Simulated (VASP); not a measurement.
# Al16P in VASP: further runs

The runs below take Al16P through single point, with LDA.

Program: VASP 6.6.1. These are calculated values, not measurements. Logs are shortened: lines on timing, memory, paths and dates and some standing lists are left out, and cuts for length are marked.

## 1. The cell of the first run

The cell holds a slab with vacuum, 17 atoms: a = 8.100 Å, b = 5.728 Å, c = 15.296 Å, α = 90.00°, β = 90.00°, γ = 90.00°.

## 2. Single point, LDA

Input file INCAR:

```
PREC = Accurate
ENCUT = 520
EDIFF = 1E-6
ISMEAR = -1
SIGMA = 0.05
LREAL = Auto
LASPH = T
NELM = 80
ALGO = Normal
ISIF = 2
LWAVE = F
LCHARG = F
NBANDS = 40
```

Input file KPOINTS:

```
regular mesh
0
Gamma
  2 3 1
```

Input file POSCAR:

```
Al16P
1.0
    8.1000000000      0.0000000000      0.0000000000
    0.0000000000      5.7275650000      0.0000000000
    0.0000000000      0.0000000000     15.2956740000
Al P
16 1
Direct
    0.2500000000      0.2499999564      0.0653780278
    0.7500000000      0.2499999564      0.0653780278
    0.2500000000      0.7500000436      0.0653780278
    0.7500000000      0.7500000436      0.0653780278
   -0.0012250617      0.0096327148      0.1471040766
    0.5012709877      0.0095990181      0.1472190111
   -0.0031659259      0.5029028915      0.1454192865
    0.5032924691      0.5028361965      0.1454225554
    0.2501811111      0.2683889227      0.2428509525
    0.7500688889      0.2621869852      0.2370727828
    0.2500583951      0.7571676620      0.2466571267
    0.7500864198      0.7501718444      0.2311505201
   -0.0006323457      0.0266083405      0.3228464466
    0.5012416049      0.0256304381      0.3230052497
   -0.0085083951      0.5052312807      0.3250939449
    0.5083795062      0.5045823138      0.3250258864
    0.7510223457      0.8313875094      0.3810821282
```

Potentials or basis: VASP PAW LDA potentials, release 64 (Al, P).

Command:

```bash
$ cat potpaw_LDA.64/Al/POTCAR potpaw_LDA.64/P/POTCAR > POTCAR
$ mpirun -np 1 vasp_std > vasp.out
```

OUTCAR:

```text
PREC = Accurate
   ENCUT = 520
   EDIFF = 1E-6
   ISMEAR = -1
   LREAL = Auto
   LASPH = T
   NELM = 80
   ISIF = 2

 ion  position               nearest neighbor table
   1  0.250  0.250  0.065-   9 2.72   5 2.76   6 2.76   7 2.79   8 2.79   3 2.86   3 2.86
   2  0.750  0.250  0.065-  10 2.63   5 2.74   6 2.74   8 2.75   7 2.76   4 2.86   4 2.86
   3  0.250  0.750  0.065-  11 2.77   7 2.78   8 2.78   5 2.81   6 2.81   1 2.86   1 2.86
   4  0.750  0.750  0.065-  12 2.54   8 2.74   7 2.74   5 2.80   6 2.80   2 2.86   2 2.86
   5  0.999  0.010  0.147-  13 2.69   2 2.74   1 2.76   4 2.80   3 2.81  12 2.81   7 2.83  10 2.84
                             7 2.90   9 2.91  11 2.92
   6  0.501  0.010  0.147-  14 2.69   2 2.74   1 2.76   4 2.80  12 2.81   3 2.81   8 2.83  10 2.84
                             8 2.90   9 2.91  11 2.92
   7  0.997  0.503  0.145-   4 2.74  15 2.75   2 2.76   3 2.78  12 2.78   1 2.79  10 2.80   5 2.83
                             9 2.87   5 2.90  11 2.95
   8  0.503  0.503  0.145-   4 2.74  16 2.75   2 2.75   3 2.78  12 2.78   1 2.79  10 2.80   6 2.83
                             9 2.87   6 2.90  11 2.95
   9  0.250  0.268  0.243-   1 2.72  13 2.75  14 2.75  16 2.79  15 2.80  11 2.80   8 2.87   7 2.87
                             6 2.91   5 2.91  11 2.93
  10  0.750  0.262  0.237-   2 2.63  16 2.75  15 2.75  13 2.76  14 2.76  12 2.80   8 2.80   7 2.80
                             6 2.84   5 2.84  12 2.93
  11  0.250  0.757  0.247-   3 2.77   9 2.80  13 2.80  14 2.80  16 2.81  15 2.81   6 2.92   5 2.92
                             9 2.93   7 2.95   8 2.95
  12  0.750  0.750  0.231-  17 2.34   4 2.54   7 2.78   8 2.78  10 2.80  15 2.80  16 2.81   6 2.81
                             5 2.81  14 2.92  13 2.92  10 2.93
  13  0.999  0.027  0.323-  17 2.47   5 2.69  15 2.74   9 2.75  10 2.76  11 2.80  12 2.92  15 2.99

  14  0.501  0.026  0.323-  17 2.47   6 2.69  16 2.74   9 2.75  10 2.76  11 2.80  12 2.92  16 2.99

  15  0.991  0.505  0.325-  13 2.74   7 2.75  10 2.75   9 2.80  12 2.80  11 2.81  17 2.83  13 2.99

  16  0.508  0.505  0.325-  14 2.74   8 2.75  10 2.75   9 2.79  12 2.81  11 2.81  17 2.85  14 2.99

  17  0.751  0.831  0.381-  12 2.34  13 2.47  14 2.47  15 2.83  16 2.85

  LATTYP: Found a simple orthorhombic cell.
 ALAT       =     5.7275650000
 B/A-ratio  =     1.4142135445
 C/A-ratio  =     2.6705369559

  Lattice vectors:

 A1 = (   0.0000000000,  -5.7275650000,   0.0000000000)
 A2 = (   8.1000000000,   0.0000000000,   0.0000000000)
 A3 = (   0.0000000000,   0.0000000000,  15.2956740000)

Analysis of symmetry for initial positions (statically):
=====================================================================
 Subroutine PRICEL returns:
 Original cell was already a primitive cell.

 Routine SETGRP: Setting up the symmetry group for a
 simple orthorhombic supercell.

 Subroutine GETGRP returns: Found  1 space group operations
 (whereof  1 operations were pure point group operations)
 out of a pool of  8 trial point group operations.

The static configuration has the point symmetry C_1 .

Analysis of symmetry for dynamics (positions and initial velocities):
=====================================================================
 Subroutine PRICEL returns:
 Original cell was already a primitive cell.

 Routine SETGRP: Setting up the symmetry group for a
 simple orthorhombic supercell.

 Subroutine GETGRP returns: Found  1 space group operations
 (whereof  1 operations were pure point group operations)
 out of a pool of  8 trial point group operations.

The dynamic configuration has the point symmetry C_1 .

 Subroutine INISYM returns: Found  1 space group operations
 (whereof  1 operations are pure point group operations),
 and found     1 'primitive' translations

----------------------------------------------------------------------------------------

                                     Primitive cell

  volume of cell :     709.6164

  direct lattice vectors                    reciprocal lattice vectors
     8.100000000  0.000000000  0.000000000     0.123456790  0.000000000  0.000000000
     0.000000000  5.727565000  0.000000000     0.000000000  0.174594265  0.000000000
     0.000000000  0.000000000 15.295674000     0.000000000  0.000000000  0.065377962

  length of vectors
     8.100000000  5.727565000 15.295674000     0.123456790  0.174594265  0.065377962

  position of ions in fractional coordinates (direct lattice)
     0.250000000  0.249999956  0.065378028
     0.750000000  0.249999956  0.065378028
     0.250000000  0.750000044  0.065378028
     0.750000000  0.750000044  0.065378028
     0.998774938  0.009632715  0.147104077
     0.501270988  0.009599018  0.147219011
[... 9 lines left out ...]
     0.508379506  0.504582314  0.325025886
     0.751022346  0.831387509  0.381082128

  ion indices of the primitive-cell ions
   primitive index   ion index
                 1           1
                 2           2
                 3           3
                 4           4
                 5           5
                 6           6
[... 9 lines left out ...]
                16          16
                17          17

----------------------------------------------------------------------------------------

 KPOINTS: regular mesh

Automatic generation of k-mesh.
 Grid dimensions read from file:
 generate k-points for:    2    3    1

 Generating k-lattice:

  Cartesian coordinates                     Fractional coordinates (reciprocal lattice)
     0.061728395  0.000000000  0.000000000     0.500000000  0.000000000  0.000000000
     0.000000000  0.058198088  0.000000000     0.000000000  0.333333333  0.000000000
     0.000000000  0.000000000  0.065377962     0.000000000  0.000000000  1.000000000

  Length of vectors
     0.061728395  0.058198088  0.065377962

  Shift w.r.t. Gamma in fractional coordinates (k-lattice)
     0.000000000  0.000000000  0.000000000

 Subroutine IBZKPT returns following result:
 ===========================================

 Found      4 irreducible k-points:

 Following reciprocal coordinates:
            Coordinates               Weight
  0.000000  0.000000  0.000000      1.000000
  0.500000  0.000000  0.000000      1.000000
  0.000000  0.333333  0.000000      2.000000
  0.500000  0.333333  0.000000      2.000000
   k-points           NKPTS =      4   k-points in BZ     NKDIM =      4   number of bands    NBANDS=     40
   number of dos      NEDOS =    301   number of ions     NIONS =     17
   total plane-waves  NPLWV = 345600
   dimension x,y,z NGX =    60 NGY =   48 NGZ =  120
   dimension x,y,z NGXF=   120 NGYF=   96 NGZF=  240
   ions per type =              16   1
   NGX,Y,Z   is equivalent  to a cutoff of  12.31, 13.93, 13.04 a.u.
   NGXF,Y,Z  is equivalent  to a cutoff of  24.63, 27.86, 26.09 a.u.
 SYSTEM =  unknown system
   PREC   = accura    normal or accurate (medium, high low for compatibility)
   ISTART =      0    job   : 0-new  1-cont  2-samecut
   ICHARG =      2    charge: 1-file 2-atom 10-const
   ISPIN  =      1    spin polarized calculation?
   LNONCOLLINEAR =      F non collinear calculations
   LSORBIT =      F    spin-orbit coupling
   LASPH  =      T    aspherical Exc in radial PAW
   ENCUT  =  520.0 eV  38.22 Ry    6.18 a.u.  15.06 10.65 28.44*2*pi/ulx,y,z
   NELM   =     80;   NELMIN=  2; NELMDL= -5     # of ELM steps
   EDIFF  = 0.1E-05   stopping-criterion for ELM
   LREAL  =      T    real-space projection
   EDIFFG = 0.1E-04   stopping-criterion for IOM
   NSW    =      0    number of steps for IOM
   IBRION =     -1    ionic relax: 0-MD 1-quasi-New 2-CG
   NFREE  =      0    steps in history (QN), initial steepest desc. (CG)
   ISIF   =      2    stress and relaxation
   ISYM   =      2    0-nonsym 1-usesym 2-fastsym
   POTIM  = 0.5000    time-step for ionic-motion
   TEBEG  =    0.0;   TEEND  =   0.0 temperature during run
   PSTRESS=    0.0 pullay stress
   NELECT =      53.0000    total number of electrons
   NUPDOWN=      -1.0000    fix difference up-down
   EMIN   =  10.00;   EMAX   =-10.00  energy-range for DOS
   EFERMI =   0.00;   METHOD = LEGACY
   ISMEAR =    -1;   SIGMA  =   0.05  broadening in eV -4-tet -1-fermi 0-gaus
   EFERMI_NEDOS =   21; number of points for ismear=-14 and -15
   IALGO  =     38    algorithm
   IMIX   =      4    mixing-type and parameters
     AMIX     =   0.40;   BMIX     =  1.00
     AMIX_MAG =   1.60;   BMIX_MAG =  1.00
  volume/ion in A,a.u.               =      41.74       281.69
  Fermi-wavevector in a.u.,A,eV,Ry     =   0.689433  1.302840  6.467097  0.475318
  Thomas-Fermi vector in A             =   1.770517
   LORBIT       =      0    0 simple, 1 ext, 2 COOP (PROOUT), +10 PAW based schemes
   GGA     = CA    functional components
   LHFCALC =     F    Hartree Fock is set to
   AEXX    =    0.0000 exact exchange contribution
   IVDW    =     0    specifies the selected vdW correction
   LEPSILON=     F    determine dielectric tensor
   LRPA    =     F    only Hartree local field effects (RPA)
 non-spin polarized calculation
  energy-cutoff  :      520.00
  volume of cell :      709.62
 maximum number of plane-waves:     19139
   NGX = 31   NGY = 21   NGZ = 57

 number of electron      52.9999999 magnetization

 Free energy of the ion-electron system (eV)
  ---------------------------------------------------
  ext. energy  EPLUGINS =         0.00000000
  ---------------------------------------------------
  free energy    TOTEN  =       -67.36260713 eV

  energy without entropy =      -67.31346776  energy(sigma->0) =      -67.33803745

 E-fermi :   0.3513     XC(G=0):  -5.2939

 val. band max:        0.2942170622   @ k =   0.5000   0.0000   0.0000
 cond. band min:       0.4980115302   @ k =   0.0000   0.0000   0.0000
 fundamental gap:      0.2037944680
 Fermi energy:         0.3513431642

 k-point     1 :       0.0000    0.0000    0.0000
  band No.  band energies     occupation
      1     -10.9609      2.00000
      2      -9.4457      2.00000
      3      -7.7823      2.00000
      4      -7.7065      2.00000
      5      -6.7989      2.00000
      6      -5.6735      2.00000
[... 30 lines left out ...]
     37       2.3904      0.00000
     38       3.0315      0.00000
[... 121 lines left out ...]
     37       2.9567      0.00000
     38       3.2790      0.00000
 [bands above 38 left out]

------------------------ aborting loop because EDIFF is reached ----------------------------------------

  FORCE on cell =-STRESS in cart. coord.  units (eV):
  Direction    XX          YY          ZZ          XY          YZ          ZX
  --------------------------------------------------------------------------------------
  -------------------------------------------------------------------------------------
  Total       -0.8721369    -13.6994519      0.7931786      0.0282903     -1.0982782     -0.0065519
  in kB       -1.9691174    -30.9307258      1.7908446      0.0638741     -2.4797007     -0.0147929
  external PRESSURE =     -10.3696662 kB  Pullay stress =       0.0000000 kB

 VOLUME and BASIS-vectors are now :
 -----------------------------------------------------------------------------
  energy-cutoff  :      520.00
  volume of cell :      709.62
      direct lattice vectors                 reciprocal lattice vectors
     8.100000000  0.000000000  0.000000000     0.123456790  0.000000000  0.000000000
     0.000000000  5.727565000  0.000000000     0.000000000  0.174594265  0.000000000
     0.000000000  0.000000000 15.295674000     0.000000000  0.000000000  0.065377962

 POSITION                                       TOTAL-FORCE (eV/Angst)
 -----------------------------------------------------------------------------------
      2.02500      1.43189      1.00000        -0.000598     -0.206579      0.074984
      6.07500      1.43189      1.00000         0.001889      0.203841     -0.145104
      2.02500      4.29567      1.00000         0.000447      0.198785      0.298809
      6.07500      4.29567      1.00000         0.002902     -0.072721     -0.470949
      8.09008      0.05517      2.25006         0.022500      0.004023      0.016427
      4.06030      0.05498      2.25181        -0.022704      0.004535      0.017540
[... 9 lines left out ...]
      4.11787      2.89003      4.97149         0.082382      0.009708      0.014521
      6.08328      4.76183      5.82891         0.002134     -0.397600      0.057392
 -----------------------------------------------------------------------------------
    total drift:                               -0.000810      0.000760      0.000808

  FREE ENERGIE OF THE ION-ELECTRON SYSTEM (eV)
  ---------------------------------------------------
  free  energy   TOTEN  =       -67.3626071336 eV

  energy  without entropy=      -67.3134677594  energy(sigma->0) =      -67.33803745
```

Wall time 2.9 min (1 thread of Intel Xeon 6975P-C (Granite Rapids), shared host); peak memory 0.52 GiB.

What came out:

* Free energy: -67.3626 eV
* Largest force: 0.477 eV/Å

Forces on the atoms (eV/Å):
```
Al  -0.001 -0.207  0.075
Al   0.002  0.204 -0.145
Al   0.000  0.199  0.299
Al   0.003 -0.073 -0.471
Al   0.022  0.004  0.016
Al  -0.023  0.005  0.018
Al   0.027  0.004  0.021
Al  -0.027  0.003  0.021
Al  -0.001 -0.002  0.043
Al  -0.001  0.042 -0.083
Al  -0.001  0.038  0.059
Al  -0.001  0.094 -0.012
Al  -0.111  0.035  0.036
Al   0.112  0.032  0.036
Al  -0.086  0.010  0.016
Al   0.082  0.010  0.015
P    0.002 -0.398  0.057
```

Caveat: the k points lie up to 0.39 Å⁻¹ apart.

## 3. Single point, LDA

Input file INCAR:

```
PREC = Accurate ; ENCUT = 520
EDIFF = 1E-7 ; ISMEAR = -1
SIGMA = 0.05 ; LREAL = Auto
LASPH = True ; NELM = 100
ALGO = Normal ; ISIF = 2
LWAVE = False ; LCHARG = False
GGA = CA ; NBANDS = 40
```

Input file KPOINTS:

```
Automatic mesh
0
Gamma
  2 3 1
```

Input file POSCAR:

```
Al16P
1.0
    8.1000000000      0.0000000000      0.0000000000
    0.0000000000      5.7275650000      0.0000000000
    0.0000000000      0.0000000000     15.2956740000
Al P
16 1
Direct
    0.2500000000      0.2499999564      0.0653780278
    0.7500000000      0.2499999564      0.0653780278
    0.2500000000      0.7500000436      0.0653780278
    0.7500000000      0.7500000436      0.0653780278
   -0.0033418519      0.0081882964      0.1452935647
    0.5034243210      0.0082041845      0.1453074902
   -0.0060454321      0.5025884473      0.1436558467
    0.5062150617      0.5026373337      0.1436851361
    0.2501861728      0.2683873513      0.2395100079
    0.7501637037      0.2519257311      0.2438833359
    0.2501981481      0.7504805271      0.2424755522
    0.7501785185      0.7318640644      0.2355824921
    0.0154324691      0.0189036702      0.3203463280
    0.4849928395      0.0188996546      0.3204098754
    0.0038025926      0.5042858527      0.3238858909
    0.4966491358      0.5042607111      0.3239200182
    0.7501782716      0.9132201904      0.3739879001
```

Potentials or basis: VASP PAW LDA potentials, release 64 (Al, P).

Command:

```bash
$ cat potpaw_LDA.64/Al/POTCAR potpaw_LDA.64/P/POTCAR > POTCAR
$ mpirun -np 1 vasp_std > vasp.out
```

Wall time 2.9 min (1 thread of Intel Xeon 6975P-C (Granite Rapids), shared host); peak memory 0.52 GiB.

Results (log left out):

| Property | Result |
| --- | --- |
| Free energy | -67.1167 eV |
| Largest force | 0.381 eV/Å |

Forces in eV/Å, atoms in the order of the input:
```
Al   0.002 -0.372 -0.083
Al   0.002  0.217  0.148
Al   0.002  0.313  0.094
Al   0.002 -0.105 -0.226
Al   0.002  0.016  0.004
Al  -0.003  0.017  0.004
Al   0.008  0.004  0.002
Al  -0.010  0.004  0.003
Al   0.001  0.021  0.008
Al   0.000 -0.030  0.004
Al   0.000  0.028  0.027
Al   0.000  0.007 -0.025
Al  -0.045  0.042  0.012
Al   0.038  0.044  0.008
Al  -0.039  0.010 -0.003
Al   0.038  0.011 -0.003
P    0.003 -0.227  0.024
```

Levels at points of the mesh, in eV from the Fermi level:
```
           k point  band 24  band 25  band 26  band 27  band 28  band 29  band 30  band 31
(0.00, 0.00, 0.00)    -1.02    -0.51    -0.32    -0.30     0.13     0.83     0.88     1.22
(0.50, 0.00, 0.00)    -0.91    -0.57    -0.39    -0.13     0.44     0.48     0.63     1.03
```

Caveat: the k points lie up to 0.39 Å⁻¹ apart.
